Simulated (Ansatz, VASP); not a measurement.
## ZrTa3N4 in VASP and in Ansatz

INCAR

```
  PREC = Accurate
  ENCUT = 520
  EDIFF = 1E-6
  ISMEAR = 0
  SIGMA = 0.2
  LREAL = False
  LASPH = True
  NELM = 60
  ALGO = Normal
  ISIF = 2
  LWAVE = False
  LCHARG = False
  GGA = PE
  NBANDS = 42
```

KPOINTS

```
regular mesh
0
Gamma
  12 12 2
```

File POSCAR:

```
ZrTa3N4
1.0
    2.9873676099      0.0000000000      0.0000000000
   -1.4936838050      2.5871362406      0.0000000000
    0.0000000000      0.0000000000     11.6370042716
Zr Ta N
1 3 4
Direct
    0.0000000000      0.0000000000      0.0000000000
    0.0000000000      0.0000000000      0.5000000000
    0.0000000000      0.0000000000      0.7481009691
    0.0000000000      0.0000000000      0.2518990309
    0.3333333333      0.6666666667      0.6231961211
    0.3333333333      0.6666666667      0.3768038789
    0.3333333333      0.6666666667      0.8661173632
    0.3333333333      0.6666666667      0.1338826368
```

Input for Ansatz:

```yaml
crystal:
  lattice:
    - [2.9873676099, 0.0, 0.0]
    - [-1.493683805, 2.5871362406, 0.0]
    - [0.0, 0.0, 11.6370042716]
  atoms:
    - { symbol: Zr, position: [0.0, 0.0, 0.0] }
    - { symbol: Ta, position: [0.0, 0.0, 0.5] }
    - { symbol: Ta, position: [0.0, 0.0, 0.7481009691] }
    - { symbol: Ta, position: [0.0, 0.0, 0.2518990309] }
    - { symbol: "N", position: [0.3333333333, 0.6666666667, 0.6231961211] }
    - { symbol: "N", position: [0.3333333333, 0.6666666667, 0.3768038789] }
    - { symbol: "N", position: [0.3333333333, 0.6666666667, 0.8661173632] }
    - { symbol: "N", position: [0.3333333333, 0.6666666667, 0.1338826368] }
basis:
  ecutwfc: 420
kpoints:
  mp_grid: { grid: [12, 12, 2] }
hamiltonian:
  xc: pbe
scf:
  occupations: { method: gaussian, width: 0.2 }
  lower_state_search: "off"
output:
  forces: true
  stress: true
  eigenvalues: true
```

Alike in both runs: task single point; functional PBE; k mesh 12 × 12 × 2; occupations gaussian, width 0.2 eV; no spin polarisation.

|  | VASP | Ansatz |
| --- | --- | --- |
| version | VASP 6.6.1 | Ansatz 0.2.0 |
| potentials or method | VASP PAW PBE potentials, release 64 (Zr_sv, Ta_pv, N), cutoff 520 eV | scalar-relativistic, plane waves, PAW |
| valence electrons in the cell | 65 | 71 |

VASP gave:

- gap on the k mesh at the Fermi level (eV): none
- pressure (GPa): 0.6
- traceless stress, the component that is largest in VASP (GPa): 0.19
- rms of the force components (eV/Å): 0.006

Problem. What did Ansatz give for the same quantities?

Solution. gap on the k mesh at the Fermi level (eV): none; pressure (GPa): 0.1; traceless stress, the component that is largest in VASP (GPa): 0.11; rms of the force components (eV/Å): 0.005.

Atom by atom the forces differ by 0.008 eV/Å (rms over components). A gap of «none» marks a metal or a gap that the smearing closes. With one functional, cell and mesh, what is left measures potentials, basis and numerics. VASP's potentials hold 65 valence electrons a cell and Ansatz's 71, so a difference there can come from the potentials and not from the codes.

Neither program's run includes spin-orbit coupling.
